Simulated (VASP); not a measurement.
# Si7Ge (Cmm2) in VASP: single point with PBEsol

Aim: the single point of Si7Ge with PBEsol.

Everything below comes from runs of VASP 6.6.1. Logs are shortened: lines on timing, memory, paths and dates and some standing lists are left out, and cuts for length are marked.

### Step 1. The cell of the first run

Symmetry: Cmm2, No. 35, orthorhombic system. The conventional cell has a = 7.720 Å, b = 7.720 Å, c = 5.459 Å, α = 90.00°, β = 90.00°, γ = 90.00°. Si (site symmetry m) has 1 Ge at 2.27 Å and 3 Si at 2.36 Å within 3.0 Å. Si (site symmetry 2) has 4 Si at 2.36 Å within 3.1 Å. Si (site symmetry mm2) has 4 Si at 2.36 Å within 3.1 Å. Within 3.1 Å of Si (site symmetry m) lie 3 Si at 2.36 Å and 1 Ge at 2.53 Å. Ge (site symmetry mm2) has 4 Si at 2.27 to 2.53 Å within 3.0 Å.

### Step 2. Single point, PBEsol (atom 8 (Ge) moved +0.225 Å along Cartesian [0 0 1])

Contents of INCAR:

```
SYSTEM = Si7Ge
ALGO = Normal
EDIFF = 1E-7
ENCUT = 520
GGA = PS
ISIF = 2
ISMEAR = 0
LASPH = .True.
LCHARG = .False.
LREAL = .False.
LWAVE = .False.
NBANDS = 31
NELM = 60
PREC = Accurate
SIGMA = 0.03
```

Contents of KPOINTS:

```
k-points
0
Gamma
  6 6 6
  0 0 0
```

Contents of POSCAR:

```
Si7Ge
1.0
    5.4591768144      0.0000000000      0.0000000000
    0.0000000000      5.4591768144      0.0000000000
    0.0000000000      0.0000000000      5.4591768144
Si Ge
7 1
Direct
    0.2525976817      0.2525976817      0.2525976817
    0.0000000000      0.5000000000      0.5000000000
    0.5000000000      0.5000000000      0.0000000000
    0.5000000000      0.0000000000      0.5000000000
    0.7474023183      0.2525976817      0.7474023183
    0.7474023183      0.7474023183      0.2525976817
    0.2525976817      0.7474023183      0.7474023183
    0.0000000000      0.0000000000      0.0412150051
```

Potentials or basis: VASP PAW PBE potentials, release 64 (Si, Ge_d).

Launch:

```sh
cat potpaw_PBE.64/Si/POTCAR potpaw_PBE.64/Ge_d/POTCAR > POTCAR
mpirun -np 1 vasp_std > vasp.out
```

OUTCAR:

```text
SYSTEM = Si7Ge
   EDIFF = 1E-7
   ENCUT = 520
   GGA = PS
   ISIF = 2
   ISMEAR = 0
   LASPH = .True.
   LREAL = .False.
   NELM = 60
   PREC = Accurate

 ion  position               nearest neighbor table
   1  0.253  0.253  0.253-   8 2.27   3 2.36   4 2.36   2 2.36
   2  0.000  0.500  0.500-   1 2.36   5 2.36   6 2.36   7 2.36
   3  0.500  0.500  0.000-   1 2.36   5 2.36   6 2.36   7 2.36
   4  0.500  0.000  0.500-   1 2.36   5 2.36   6 2.36   7 2.36
   5  0.747  0.253  0.747-   2 2.36   3 2.36   4 2.36   8 2.53
   6  0.747  0.747  0.253-   8 2.27   3 2.36   4 2.36   2 2.36
   7  0.253  0.747  0.747-   2 2.36   3 2.36   4 2.36   8 2.53
   8  0.000  0.000  0.041-   1 2.27   6 2.27   5 2.53   7 2.53

  LATTYP: Found a simple cubic cell.
 ALAT       =     5.4591768144

  Lattice vectors:

 A1 = (   5.4591768144,   0.0000000000,   0.0000000000)
 A2 = (   0.0000000000,   5.4591768144,   0.0000000000)
 A3 = (   0.0000000000,   0.0000000000,   5.4591768144)

Analysis of symmetry for initial positions (statically):
=====================================================================
 Subroutine PRICEL returns:
 Original cell was already a primitive cell.

 Routine SETGRP: Setting up the symmetry group for a
 simple cubic supercell.

 Subroutine GETGRP returns: Found  4 space group operations
 (whereof  4 operations were pure point group operations)
 out of a pool of 48 trial point group operations.

The static configuration has the point symmetry C_2v.

Analysis of symmetry for dynamics (positions and initial velocities):
=====================================================================
 Subroutine PRICEL returns:
 Original cell was already a primitive cell.

 Routine SETGRP: Setting up the symmetry group for a
 simple cubic supercell.

 Subroutine GETGRP returns: Found  4 space group operations
 (whereof  4 operations were pure point group operations)
 out of a pool of 48 trial point group operations.

The dynamic configuration has the point symmetry C_2v.

 Subroutine INISYM returns: Found  4 space group operations
 (whereof  4 operations are pure point group operations),
 and found     1 'primitive' translations

----------------------------------------------------------------------------------------

                                     Primitive cell

  volume of cell :     162.6977

  direct lattice vectors                    reciprocal lattice vectors
     5.459176814  0.000000000  0.000000000     0.183177800  0.000000000  0.000000000
     0.000000000  5.459176814  0.000000000     0.000000000  0.183177800  0.000000000
     0.000000000  0.000000000  5.459176814     0.000000000  0.000000000  0.183177800

  length of vectors
     5.459176814  5.459176814  5.459176814     0.183177800  0.183177800  0.183177800

  position of ions in fractional coordinates (direct lattice)
     0.252597682  0.252597682  0.252597682
     0.000000000  0.500000000  0.500000000
     0.500000000  0.500000000  0.000000000
     0.500000000  0.000000000  0.500000000
     0.747402318  0.252597682  0.747402318
     0.747402318  0.747402318  0.252597682
     0.252597682  0.747402318  0.747402318
     0.000000000  0.000000000  0.041215005

  ion indices of the primitive-cell ions
   primitive index   ion index
                 1           1
                 2           2
                 3           3
                 4           4
                 5           5
                 6           6
                 7           7
                 8           8

----------------------------------------------------------------------------------------

 KPOINTS: k-points

Automatic generation of k-mesh.
 Grid dimensions read from file:
 generate k-points for:    6    6    6

 Generating k-lattice:

  Cartesian coordinates                     Fractional coordinates (reciprocal lattice)
     0.030529633  0.000000000  0.000000000     0.166666667  0.000000000  0.000000000
     0.000000000  0.030529633  0.000000000     0.000000000  0.166666667  0.000000000
     0.000000000  0.000000000  0.030529633     0.000000000  0.000000000  0.166666667

  Length of vectors
     0.030529633  0.030529633  0.030529633

  Shift w.r.t. Gamma in fractional coordinates (k-lattice)
     0.000000000  0.000000000  0.000000000

 Subroutine IBZKPT returns following result:
 ===========================================

 Found     52 irreducible k-points:

 Following reciprocal coordinates:
            Coordinates               Weight
  0.000000  0.000000  0.000000      1.000000
  0.166667  0.000000  0.000000      4.000000
  0.000000  0.000000  0.166667      2.000000
  0.333333  0.000000  0.000000      4.000000
  0.000000  0.000000  0.333333      2.000000
  0.500000  0.000000  0.000000      2.000000
[... 16 lines left out ...]
  0.333333  0.000000  0.500000      4.000000
  0.500000  0.500000  0.000000      1.000000
 [... further k-points ...]
   k-points           NKPTS =     52   k-points in BZ     NKDIM =     52   number of bands    NBANDS=     31
   number of dos      NEDOS =    301   number of ions     NIONS =      8
   total plane-waves  NPLWV =  74088
   dimension x,y,z NGX =    42 NGY =   42 NGZ =   42
   dimension x,y,z NGXF=    84 NGYF=   84 NGZF=   84
   ions per type =               7   1
   NGX,Y,Z   is equivalent  to a cutoff of  12.79, 12.79, 12.79 a.u.
   NGXF,Y,Z  is equivalent  to a cutoff of  25.58, 25.58, 25.58 a.u.
 SYSTEM =  Si7Ge
   PREC   = accura    normal or accurate (medium, high low for compatibility)
   ISTART =      0    job   : 0-new  1-cont  2-samecut
   ICHARG =      2    charge: 1-file 2-atom 10-const
   ISPIN  =      1    spin polarized calculation?
   LNONCOLLINEAR =      F non collinear calculations
   LSORBIT =      F    spin-orbit coupling
   LASPH  =      T    aspherical Exc in radial PAW
   ENCUT  =  520.0 eV  38.22 Ry    6.18 a.u.  10.15 10.15 10.15*2*pi/ulx,y,z
   NELM   =     60;   NELMIN=  2; NELMDL= -5     # of ELM steps
   EDIFF  = 0.1E-06   stopping-criterion for ELM
   LREAL  =      F    real-space projection
   EDIFFG = 0.1E-05   stopping-criterion for IOM
   NSW    =      0    number of steps for IOM
   IBRION =     -1    ionic relax: 0-MD 1-quasi-New 2-CG
   NFREE  =      0    steps in history (QN), initial steepest desc. (CG)
   ISIF   =      2    stress and relaxation
   ISYM   =      2    0-nonsym 1-usesym 2-fastsym
   POTIM  = 0.5000    time-step for ionic-motion
   TEBEG  =    0.0;   TEEND  =   0.0 temperature during run
   PSTRESS=    0.0 pullay stress
   NELECT =      42.0000    total number of electrons
   NUPDOWN=      -1.0000    fix difference up-down
   EMIN   =  10.00;   EMAX   =-10.00  energy-range for DOS
   EFERMI =   0.00;   METHOD = LEGACY
   ISMEAR =     0;   SIGMA  =   0.03  broadening in eV -4-tet -1-fermi 0-gaus
   EFERMI_NEDOS =   21; number of points for ismear=-14 and -15
   IALGO  =     38    algorithm
   IMIX   =      4    mixing-type and parameters
     AMIX     =   0.40;   BMIX     =  1.00
     AMIX_MAG =   1.60;   BMIX_MAG =  1.00
  volume/ion in A,a.u.               =      20.34       137.24
  Fermi-wavevector in a.u.,A,eV,Ry     =   1.042391  1.969834 14.783813  1.086580
  Thomas-Fermi vector in A             =   2.177054
   LORBIT       =      0    0 simple, 1 ext, 2 COOP (PROOUT), +10 PAW based schemes
   GGA     = PS    functional components
   LHFCALC =     F    Hartree Fock is set to
   AEXX    =    0.0000 exact exchange contribution
   IVDW    =     0    specifies the selected vdW correction
   LEPSILON=     F    determine dielectric tensor
   LRPA    =     F    only Hartree local field effects (RPA)
 non-spin polarized calculation
 Gauss-broadening in eV      SIGMA  =   0.03
  energy-cutoff  :      520.00
  volume of cell :      162.70
 maximum number of plane-waves:      4416
 NGX is ok and might be reduce to    42
   NGX = 21   NGY = 21   NGZ = 21

 number of electron      42.0000006 magnetization

 Free energy of the ion-electron system (eV)
  ---------------------------------------------------
  ext. energy  EPLUGINS =         0.00000000
  ---------------------------------------------------
  free energy    TOTEN  =       -44.81664273 eV

  energy without entropy =      -44.81664073  energy(sigma->0) =      -44.81664173

 E-fermi :   5.8675     XC(G=0):  -9.6392

 val. band max:        5.8037747870   @ k =   0.0000   0.0000   0.0000
 cond. band min:       5.9302887987   @ k =   0.0000   0.0000   0.0000
 fundamental gap:      0.1265140117
 Fermi energy:         5.8674900654

 k-point     1 :       0.0000    0.0000    0.0000
  band No.  band energies     occupation
      1     -18.5138      2.00000
      2     -18.5119      2.00000
      3     -18.4986      2.00000
      4     -18.4808      2.00000
      5     -18.4788      2.00000
      6      -6.4828      2.00000
[... 23 lines left out ...]
     30       8.4168      0.00000
     31       8.5428      0.00000

 k-point     2 :       0.1667    0.0000    0.0000
  band No.  band energies     occupation
      1     -18.5138      2.00000
      2     -18.5119      2.00000
      3     -18.4986      2.00000
      4     -18.4808      2.00000
      5     -18.4788      2.00000
      6      -6.3635      2.00000
[... 23 lines left out ...]
     30       8.8554      0.00000
     31       9.2448      0.00000

 k-point     3 :       0.0000    0.0000    0.1667
  band No.  band energies     occupation
      1     -18.5138      2.00000
      2     -18.5119      2.00000
      3     -18.4986      2.00000
      4     -18.4808      2.00000
      5     -18.4788      2.00000
      6      -6.3663      2.00000
[... 703 lines left out ...]
     30      10.2118      0.00000
     31      10.5408      0.00000

 k-point    24 :       0.5000    0.5000    0.0000
  band No.  band energies     occupation
      1     -18.5139      2.00000
      2     -18.5121      2.00000
      3     -18.4986      2.00000
      4     -18.4807      2.00000
      5     -18.4786      2.00000
      6      -4.8365      2.00000
[... 23 lines left out ...]
     30      10.4560      0.00000
     31      10.7020      0.00000

 [... further k-points ...]

------------------------ aborting loop because EDIFF is reached ----------------------------------------

  FORCE on cell =-STRESS in cart. coord.  units (eV):
  Direction    XX          YY          ZZ          XY          YZ          ZX
  --------------------------------------------------------------------------------------
  -------------------------------------------------------------------------------------
  Total        0.8236003      0.8236003     -0.0916455      2.3036447      0.0000000      0.0000000
  in kB        8.1104624      8.1104624     -0.9024853     22.6853038      0.0000000      0.0000000
  external PRESSURE =       5.1061465 kB  Pullay stress =       0.0000000 kB

 VOLUME and BASIS-vectors are now :
 -----------------------------------------------------------------------------
  energy-cutoff  :      520.00
  volume of cell :      162.70
      direct lattice vectors                 reciprocal lattice vectors
     5.459176814  0.000000000  0.000000000     0.183177800  0.000000000  0.000000000
     0.000000000  5.459176814  0.000000000     0.000000000  0.183177800  0.000000000
     0.000000000  0.000000000  5.459176814     0.000000000  0.000000000  0.183177800

 POSITION                                       TOTAL-FORCE (eV/Angst)
 -----------------------------------------------------------------------------------
      1.37898      1.37898      1.37898         0.674423      0.674423      0.731992
      0.00000      2.72959      2.72959        -0.000000      0.000000      0.187885
      2.72959      2.72959      0.00000        -0.000000      0.000000     -0.346639
      2.72959      0.00000      2.72959        -0.000000      0.000000      0.187885
      4.08020      1.37898      4.08020         0.409667     -0.409667      0.612949
      4.08020      4.08020      1.37898        -0.674423     -0.674423      0.731992
      1.37898      4.08020      4.08020        -0.409667      0.409667      0.612949
      0.00000      0.00000      0.22500        -0.000000      0.000000     -2.719012
 -----------------------------------------------------------------------------------
    total drift:                               -0.000000     -0.000000     -0.000221

  FREE ENERGIE OF THE ION-ELECTRON SYSTEM (eV)
  ---------------------------------------------------
  free  energy   TOTEN  =       -44.8166427309 eV

  energy  without entropy=      -44.8166407329  energy(sigma->0) =      -44.81664173
```

Wall time 1.7 min (1 thread of Intel Xeon 6975P-C (Granite Rapids), shared host); peak memory 0.38 GiB.

Results:

```
Free energy            : -44.8166 eV
Pressure               : 0.5 GPa
Largest force          : 2.719 eV/Å
Band gap on the k mesh : 0.13 eV
```

Forces in eV/Å, atoms in the order of the input:
```
Si   0.674  0.674  0.732
Si   0.000  0.000  0.188
Si   0.000  0.000 -0.347
Si   0.000  0.000  0.188
Si   0.410 -0.410  0.613
Si  -0.674 -0.674  0.732
Si  -0.410  0.410  0.613
Ge   0.000  0.000 -2.719
```

Caveat: the cell differs from its parent crystal (atom 8 (Ge) moved +0.225 Å along Cartesian [0 0 1]); the PAW data sets were made with another functional, which shifts forces and pressure a little. A k mesh can miss the band edges.
